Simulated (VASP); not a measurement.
# Mg4O in VASP: a series of runs

The runs below take Mg4O through single point, with LDA.

Program: VASP 6.6.1. These are calculated values, not measurements. Logs are shortened: lines on timing, memory, paths and dates and some standing lists are left out, and cuts for length are marked.

### Step 1. The cell of the first run

The cell holds a slab with vacuum, 5 atoms: a = 3.147 Å, b = 5.039 Å, c = 20.585 Å, α = 90.00°, β = 90.00°, γ = 90.00°.

### Step 2. Single point, LDA

INCAR

```
  PREC = Accurate
  ENCUT = 520
  EDIFF = 1E-6
  ISMEAR = 0
  SIGMA = 0.1
  LREAL = F
  LASPH = T
  NELM = 80
  ALGO = Normal
  ISIF = 2
  LWAVE = F
  LCHARG = F
  LDIPOL = T
  IDIPOL = 3
  DIPOL = 0.5 0.5 0.326
  GGA = CA
  NBANDS = 15
```

KPOINTS

```
regular mesh
0
Gamma
  8 5 1
```

POSCAR

```
Mg4O
1.0
    3.1466128697      0.0000000000      0.0000000000
    0.0000000000      5.0388886589      0.0000000000
    0.0000000000      0.0000000000     20.5846139733
Mg O
4 1
Direct
    0.0000000000      0.7500000000      0.1943198937
    0.5000000000      0.2500000000      0.2384474589
    0.5000000000      0.7500000000      0.3306067122
    0.0000000000      0.2500000000      0.3684603453
    0.1250000000      0.3750000000      0.4962256755
```

Potentials or basis: VASP PAW LDA potentials, release 64 (Mg, O).

Started as:

```console
> cat potpaw_LDA.64/Mg/POTCAR potpaw_LDA.64/O/POTCAR > POTCAR
> mpirun -np 1 vasp_std > vasp.out
```

OUTCAR:

```text
PREC = Accurate
   ENCUT = 520
   EDIFF = 1E-6
   ISMEAR = 0
   LREAL = F
   LASPH = T
   NELM = 80
   ISIF = 2
   GGA = CA

 ion  position               nearest neighbor table
   1  0.000  0.750  0.194-   2 3.11   2 3.11   2 3.11   2 3.11   3 3.22   3 3.22
   2  0.500  0.250  0.238-   4 3.10   4 3.10   1 3.11   1 3.11   1 3.11   1 3.11   3 3.15   3 3.15

   3  0.500  0.750  0.331-   4 3.07   4 3.07   4 3.07   4 3.07   2 3.15   2 3.15   1 3.22   1 3.22

   4  0.000  0.250  0.368-   5 2.73   3 3.07   3 3.07   3 3.07   3 3.07   2 3.10   2 3.10
   5  0.125  0.375  0.496-   4 2.73

  LATTYP: Found a simple orthorhombic cell.
 ALAT       =     3.1466128697
 B/A-ratio  =     1.6013691126
 C/A-ratio  =     6.5418323848

  Lattice vectors:

 A1 = (   3.1466128697,   0.0000000000,   0.0000000000)
 A2 = (   0.0000000000,   5.0388886589,   0.0000000000)
 A3 = (   0.0000000000,   0.0000000000,  20.5846139733)

Analysis of symmetry for initial positions (statically):
=====================================================================
 Subroutine PRICEL returns:
 Original cell was already a primitive cell.

 Routine SETGRP: Setting up the symmetry group for a
 simple orthorhombic supercell.

 Subroutine GETGRP returns: Found  1 space group operations
 (whereof  1 operations were pure point group operations)
 out of a pool of  8 trial point group operations.

The static configuration has the point symmetry C_1 .

Analysis of symmetry for dynamics (positions and initial velocities):
=====================================================================
 Subroutine PRICEL returns:
 Original cell was already a primitive cell.

 Routine SETGRP: Setting up the symmetry group for a
 simple orthorhombic supercell.

 Subroutine GETGRP returns: Found  1 space group operations
 (whereof  1 operations were pure point group operations)
 out of a pool of  8 trial point group operations.

The dynamic configuration has the point symmetry C_1 .

 Subroutine INISYM returns: Found  1 space group operations
 (whereof  1 operations are pure point group operations),
 and found     1 'primitive' translations

----------------------------------------------------------------------------------------

                                     Primitive cell

  volume of cell :     326.3779

  direct lattice vectors                    reciprocal lattice vectors
     3.146612870  0.000000000  0.000000000     0.317802043  0.000000000  0.000000000
     0.000000000  5.038888659  0.000000000     0.000000000  0.198456459  0.000000000
     0.000000000  0.000000000 20.584613973     0.000000000  0.000000000  0.048579973

  length of vectors
     3.146612870  5.038888659 20.584613973     0.317802043  0.198456459  0.048579973

  position of ions in fractional coordinates (direct lattice)
     0.000000000  0.750000000  0.194319894
     0.500000000  0.250000000  0.238447459
     0.500000000  0.750000000  0.330606712
     0.000000000  0.250000000  0.368460345
     0.125000000  0.375000000  0.496225675

  ion indices of the primitive-cell ions
   primitive index   ion index
                 1           1
                 2           2
                 3           3
                 4           4
                 5           5

----------------------------------------------------------------------------------------

 KPOINTS: regular mesh

Automatic generation of k-mesh.
 Grid dimensions read from file:
 generate k-points for:    8    5    1

 Generating k-lattice:

  Cartesian coordinates                     Fractional coordinates (reciprocal lattice)
     0.039725255  0.000000000  0.000000000     0.125000000  0.000000000  0.000000000
     0.000000000  0.039691292  0.000000000     0.000000000  0.200000000  0.000000000
     0.000000000  0.000000000  0.048579973     0.000000000  0.000000000  1.000000000

  Length of vectors
     0.039725255  0.039691292  0.048579973

  Shift w.r.t. Gamma in fractional coordinates (k-lattice)
     0.000000000  0.000000000  0.000000000

 Subroutine IBZKPT returns following result:
 ===========================================

 Found     21 irreducible k-points:

 Following reciprocal coordinates:
            Coordinates               Weight
  0.000000  0.000000  0.000000      1.000000
  0.125000  0.000000  0.000000      2.000000
  0.250000  0.000000  0.000000      2.000000
  0.375000  0.000000  0.000000      2.000000
  0.500000  0.000000  0.000000      1.000000
  0.000000  0.200000  0.000000      2.000000
[... 13 lines left out ...]
  0.375000 -0.400000  0.000000      2.000000
  0.500000  0.400000  0.000000      2.000000
   k-points           NKPTS =     21   k-points in BZ     NKDIM =     21   number of bands    NBANDS=     15
   number of dos      NEDOS =    301   number of ions     NIONS =      5
   total plane-waves  NPLWV = 153600
   dimension x,y,z NGX =    24 NGY =   40 NGZ =  160
   dimension x,y,z NGXF=    48 NGYF=   80 NGZF=  320
   ions per type =               4   1
   NGX,Y,Z   is equivalent  to a cutoff of  12.68, 13.20, 12.92 a.u.
   NGXF,Y,Z  is equivalent  to a cutoff of  25.36, 26.39, 25.84 a.u.
 SYSTEM =  unknown system
   PREC   = accura    normal or accurate (medium, high low for compatibility)
   ISTART =      0    job   : 0-new  1-cont  2-samecut
   ICHARG =      2    charge: 1-file 2-atom 10-const
   ISPIN  =      1    spin polarized calculation?
   LNONCOLLINEAR =      F non collinear calculations
   LSORBIT =      F    spin-orbit coupling
   LASPH  =      T    aspherical Exc in radial PAW
   ENCUT  =  520.0 eV  38.22 Ry    6.18 a.u.   5.85  9.37 38.27*2*pi/ulx,y,z
   NELM   =     80;   NELMIN=  2; NELMDL= -5     # of ELM steps
   EDIFF  = 0.1E-05   stopping-criterion for ELM
   LREAL  =      F    real-space projection
   EDIFFG = 0.1E-04   stopping-criterion for IOM
   NSW    =      0    number of steps for IOM
   IBRION =     -1    ionic relax: 0-MD 1-quasi-New 2-CG
   NFREE  =      0    steps in history (QN), initial steepest desc. (CG)
   ISIF   =      2    stress and relaxation
   ISYM   =      2    0-nonsym 1-usesym 2-fastsym
   POTIM  = 0.5000    time-step for ionic-motion
   TEBEG  =    0.0;   TEEND  =   0.0 temperature during run
   PSTRESS=    0.0 pullay stress
   NELECT =      14.0000    total number of electrons
   NUPDOWN=      -1.0000    fix difference up-down
   EMIN   =  10.00;   EMAX   =-10.00  energy-range for DOS
   EFERMI =   0.00;   METHOD = LEGACY
   ISMEAR =     0;   SIGMA  =   0.10  broadening in eV -4-tet -1-fermi 0-gaus
   EFERMI_NEDOS =   21; number of points for ismear=-14 and -15
   IALGO  =     38    algorithm
   IMIX   =      4    mixing-type and parameters
     AMIX     =   0.40;   BMIX     =  1.00
     AMIX_MAG =   1.60;   BMIX_MAG =  1.00
  volume/ion in A,a.u.               =      65.28       440.50
  Fermi-wavevector in a.u.,A,eV,Ry     =   0.573074  1.082953  4.468338  0.328414
  Thomas-Fermi vector in A             =   1.614207
   LORBIT       =      0    0 simple, 1 ext, 2 COOP (PROOUT), +10 PAW based schemes
   GGA     = CA    functional components
   LHFCALC =     F    Hartree Fock is set to
   AEXX    =    0.0000 exact exchange contribution
   IVDW    =     0    specifies the selected vdW correction
   LEPSILON=     F    determine dielectric tensor
   LRPA    =     F    only Hartree local field effects (RPA)
 non-spin polarized calculation
 Gauss-broadening in eV      SIGMA  =   0.10
  energy-cutoff  :      520.00
  volume of cell :      326.38
 maximum number of plane-waves:      8852
 NGX is ok and might be reduce to    24
   NGX = 11   NGY = 19   NGZ = 77

 number of electron      14.0000001 magnetization

 dipolmoment           0.000000      0.000000      0.477907 electrons x Angstroem

 Free energy of the ion-electron system (eV)
  ---------------------------------------------------
  ext. energy  EPLUGINS =         0.00000000
  ---------------------------------------------------
  free energy    TOTEN  =        -8.51022094 eV

  energy without entropy =       -8.46952882  energy(sigma->0) =       -8.48987488

 E-fermi :  -3.6709     XC(G=0):  -3.6860

 val. band max:       -3.6732456843   @ k =   0.0000   0.0000   0.0000
 cond. band min:      -3.6601724485   @ k =   0.1250   0.0000   0.0000
 fundamental gap:      0.0130732358
 Fermi energy:        -3.6709136384

 k-point     1 :       0.0000    0.0000    0.0000
  band No.  band energies     occupation
      1     -18.4008      2.00000
      2      -9.9073      2.00000
      3      -7.5740      2.00000
      4      -4.8058      2.00000
      5      -4.5057      2.00000
      6      -3.9448      1.99989
      7      -3.7850      1.89348
      8      -3.6732      1.02631
      9      -3.3824      0.00004
     10      -2.3081      0.00000
     11      -1.5614      0.00000
     12      -0.9827      0.00000
     13       0.2498      0.00000
     14       1.2102      0.00000
     15       1.6276      0.00000

 k-point     2 :       0.1250    0.0000    0.0000
  band No.  band energies     occupation
      1     -18.3747      2.00000
      2      -9.6714      2.00000
      3      -7.3423      2.00000
      4      -4.6656      2.00000
      5      -4.2956      2.00000
      6      -3.8721      1.99555
      7      -3.6602      0.87926
      8      -3.5648      0.13330
      9      -3.4825      0.00771
     10      -2.0995      0.00000
     11      -1.3657      0.00000
     12      -0.8511      0.00000
     13       0.4569      0.00000
     14       1.3556      0.00000
     15       1.4697      0.00000

 k-point     3 :       0.2500    0.0000    0.0000
  band No.  band energies     occupation
      1     -18.3108      2.00000
      2      -8.9674      2.00000
      3      -6.6547      2.00000
      4      -4.3608      2.00000
      5      -4.0072      2.00000
      6      -3.8184      1.96297
      7      -3.5930      0.27075
      8      -3.1434      0.00000
      9      -2.8947      0.00000
     10      -1.9410      0.00000
     11      -1.4692      0.00000
     12      -0.6010      0.00000
     13       0.2903      0.00000
     14       0.7489      0.00000
     15       1.2259      0.00000

 k-point     4 :       0.3750    0.0000    0.0000
  band No.  band energies     occupation
      1     -18.2454      2.00000
      2      -7.8074      2.00000
      3      -5.5484      2.00000
      4      -4.4721      2.00000
      5      -4.2117      2.00000
      6      -4.0006      2.00000
      7      -3.6876      1.18674
      8      -2.5484      0.00000
      9      -2.3645      0.00000
     10      -2.1611      0.00000
     11      -1.0115      0.00000
     12      -0.4113      0.00000
     13       0.4133      0.00000
     14       0.9263      0.00000
     15       1.0371      0.00000
[... 253 lines left out ...]
 k-point    19 :       0.3750    0.4000    0.0000
  band No.  band energies     occupation
      1     -18.2440      2.00000
      2      -6.8988      2.00000
      3      -5.8037      2.00000
      4      -4.7110      2.00000
      5      -4.3977      2.00000
      6      -4.0598      2.00000
      7      -3.7551      1.76635
      8      -3.6007      0.32072
      9      -2.8344      0.00000
     10      -2.1117      0.00000
     11      -1.3769      0.00000
     12      -0.8809      0.00000
     13      -0.1327      0.00000
     14       0.2409      0.00000
     15       1.6386      0.00000

 k-point    20 :       0.3750   -0.4000    0.0000
  band No.  band energies     occupation
      1     -18.2440      2.00000
      2      -6.8988      2.00000
      3      -5.8038      2.00000
      4      -4.7115      2.00000
      5      -4.3866      2.00000
      6      -4.0887      2.00000
      7      -3.7465      1.71465
      8      -3.5813      0.20505
      9      -2.8461      0.00000
     10      -2.1107      0.00000
     11      -1.3752      0.00000
     12      -0.8812      0.00000
     13      -0.1379      0.00000
     14       0.2455      0.00000
     15       1.6387      0.00000

 k-point    21 :       0.5000    0.4000    0.0000
  band No.  band energies     occupation
      1     -18.2166      2.00000
      2      -5.3946      2.00000
      3      -5.2791      2.00000
      4      -4.6678      2.00000
      5      -4.3712      2.00000
      6      -4.2109      2.00000
      7      -3.9963      2.00000
      8      -3.6892      1.20404
      9      -2.7707      0.00000
     10      -2.6802      0.00000
     11      -1.8241      0.00000
     12      -1.5901      0.00000
     13       0.0702      0.00000
     14       0.1477      0.00000
     15       1.2029      0.00000

------------------------ aborting loop because EDIFF is reached ----------------------------------------

 vacuum level on the upper side and lower side of the slab       (xc-potential included)         2.652        -2.668

  FORCE on cell =-STRESS in cart. coord.  units (eV):
  Direction    XX          YY          ZZ          XY          YZ          ZX
  --------------------------------------------------------------------------------------
  -------------------------------------------------------------------------------------
  Total       -1.5993085     -0.8482319     -6.8729624     -0.1141455     -0.6710200     -0.3272472
  in kB       -7.8509467     -4.1639391    -33.7391197     -0.5603362     -3.2940125     -1.6064445
  external PRESSURE =     -15.2513352 kB  Pullay stress =       0.0000000 kB

 VOLUME and BASIS-vectors are now :
 -----------------------------------------------------------------------------
  energy-cutoff  :      520.00
  volume of cell :      326.38
      direct lattice vectors                 reciprocal lattice vectors
     3.146612870  0.000000000  0.000000000     0.317802043  0.000000000  0.000000000
     0.000000000  5.038888659  0.000000000     0.000000000  0.198456459  0.000000000
     0.000000000  0.000000000 20.584613973     0.000000000  0.000000000  0.048579973

 POSITION                                       TOTAL-FORCE (eV/Angst)
 -----------------------------------------------------------------------------------
      0.00000      3.77917      4.00000         0.003307     -0.027188      0.262992
      1.57331      1.25972      4.90835         0.013159      0.023157      0.016670
      1.57331      3.77917      6.80541        -0.015232     -0.037847      0.047119
      0.00000      1.25972      7.58461         0.109769      0.322081      1.918967
      0.39333      1.88958     10.21461        -0.111004     -0.280203     -2.245749
 -----------------------------------------------------------------------------------
    total drift:                               -0.000039     -0.000105     -0.000280

  FREE ENERGIE OF THE ION-ELECTRON SYSTEM (eV)
  ---------------------------------------------------
  free  energy   TOTEN  =        -8.5102209406 eV

  energy  without entropy=       -8.4695288220  energy(sigma->0) =       -8.48987488

 vacuum level on the upper side and lower side of the slab         5.362        -0.096
```

Wall time 3.6 min (1 thread of Intel Xeon 6975P-C, shared host); peak memory 0.35 GiB.

Results:

- Free energy: -8.5102 eV
- Largest force: 2.266 eV/Å
- Band gap on the k mesh: zero (bands 7 and 8 overlap by 0.21 eV)

Forces on the atoms (eV/Å):
```
Mg   0.003 -0.027  0.263
Mg   0.013  0.023  0.017
Mg  -0.015 -0.038  0.047
Mg   0.110  0.322  1.919
O   -0.111 -0.280 -2.246
```

Levels at points of the mesh, in eV from the Fermi level:
| k point | band 4 | band 5 | band 6 | band 7 | band 8 | band 9 | band 10 | band 11 |
| --- | --- | --- | --- | --- | --- | --- | --- | --- |
| (0.00, 0.00, 0.00) | -1.13 | -0.83 | -0.27 | -0.11 | 0.00 | 0.29 | 1.36 | 2.11 |
| (0.50, 0.00, 0.00) | -1.02 | -0.60 | -0.28 | 0.02 | 0.19 | 2.49 | 2.79 | 2.87 |

(Continued in part 2 of 2.)
